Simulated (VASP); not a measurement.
## TiAl: single point with PBEsol

Crystal: TiAl.

```
Ti Al
1.0
     2.89500    0.00000    0.00000
    -1.44750    2.50714    0.00000
     0.00000    0.00000    4.24970
Ti Al
1 1
Direct
  0.00000 0.00000 0.00000
  0.33333 0.66667 0.50000
```

* Program: VASP 6.6.1
* Task: single point
* Functional: PBEsol
* Potentials or basis: VASP PAW PBE potentials, release 64 (Ti_sv, Al)
* Cutoff: 520 eV
* k mesh: 18 × 18 × 10
* Occupations: gaussian, width 0.15 eV
* Spin: no spin polarisation
* Dipole correction: no
* Further INCAR settings: ALGO = Normal; EDIFF = 1e-07; NBANDS = 14

```json
{"Pressure": "8.6 GPa"}
```

Stress tensor (GPa, compression positive):
```
 3.55  0.00  0.00
 0.00  3.55  0.00
 0.00  0.00 18.71
```

Levels at points of the mesh, in eV from the Fermi level:
```tsv
k point	band 4	band 5	band 6	band 7	band 8	band 9	band 10	band 11	band 12	band 13
(0.00, 0.00, 0.00)	-32.18	-9.07	-2.03	-0.86	1.26	1.26	2.67	2.67	5.63	12.38
(0.50, 0.00, 0.00)	-32.31	-4.04	-3.05	-1.55	-0.97	1.97	3.97	4.65	4.99	6.35
(0.00, 0.00, 0.50)	-32.18	-7.77	-5.22	0.11	1.30	1.30	2.49	2.49	8.76	12.67
(0.50, 0.00, 0.50)	-32.31	-3.99	-2.28	-1.92	0.52	1.23	1.58	3.97	4.06	6.80
```

Run time: 32 s on 1 thread of Intel(R) Xeon(R) 6975P-C (Granite Rapids) (shared host), peak memory 0.22 GiB.

Caveat: the PAW data sets were made with another functional, which shifts forces and pressure a little.
